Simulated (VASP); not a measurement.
Runs of VASP 6.6.1 on AlFe3. The structure is that of space group Fm-3m (No. 225), or close to it. The cells are those of the table. 

| cell | gap on the mesh (eV) | pressure (GPa) | moment (μB) |
| --- | --- | --- | --- |
| a = 4.083 Å, angles 60.0°, 4 atoms | none | -9.7 | 6.05 |
| a = 4.028 Å, angles 60.0°, 4 atoms | none | (c) | 5.89 |
| a = 4.000 Å, angles 60.0°, 4 atoms | none | 0.6 | 5.74 |
| a = 4.163 Å, angles 60.0°, 4 atoms | none | -16.5 | 6.38 |
| a = 4.110 Å, angles 60.0°, 4 atoms | none | (a) | (b) |

Alike in all rows: task single point; level PBEsol; potentials or basis VASP PAW PBE potentials, release 64 (Fe, Al); spin collinear, ferromagnetic start; k mesh 8 × 8 × 8; cutoff (eV) 520; smearing fermi-dirac 0.05 eV.

Problem. Fill in the values left out.

Solution. (a) -12.4; (b) 6.12; (c) -3.1.

Caveats: the PAW data sets were made with another functional, which shifts forces and pressure a little; the cell stands under tension (at least some runs).

A gap of «none» marks levels without a gap at the run's occupations.
